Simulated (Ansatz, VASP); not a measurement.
## MnO: VASP beside Ansatz

```
CELL_PARAMETERS angstrom
0.00000 2.22521 2.22521
2.22521 0.00000 2.22521
2.22521 2.22521 0.00000
ATOMIC_POSITIONS crystal
Mn 0.00000 0.00000 0.00000
O 0.50000 0.50000 0.50000
```

Alike in both runs: functional r2SCAN; k mesh 16 × 16 × 16; occupations gaussian, width 0.1 eV; collinear spin.

Ansatz relaxed the structure, and its values are those at the end. VASP's run is a single point on that final structure, the one shown.

```csv
,VASP,Ansatz
version,VASP 6.6.1,Ansatz 0.2.0
potentials or method,"VASP PAW PBE potentials, release 64 (Mn_pv, O), cutoff 520 eV","scalar-relativistic, plane waves, PAW"
valence electrons in the cell,19,21
```

```tsv
	VASP	Ansatz	Ansatz less VASP
gap on the k mesh at the Fermi level (eV)	none	none	-
pressure (GPa)	0.2	0.0	-0.19
net moment per atom (μB)	2.50	2.50	0.000
size of the moment on the site where the two differ most (μB)	4.54	4.27	-0.277
```

VASP's potentials were made for PBE, not for r2SCAN. Site moments also hang on the region over which each program counts them. A gap of «none» marks a metal or a gap that the smearing closes. With one functional, cell and mesh, what is left measures potentials, basis and numerics. VASP's potentials hold 19 valence electrons a cell and Ansatz's 21, so a difference there can come from the potentials and not from the codes.
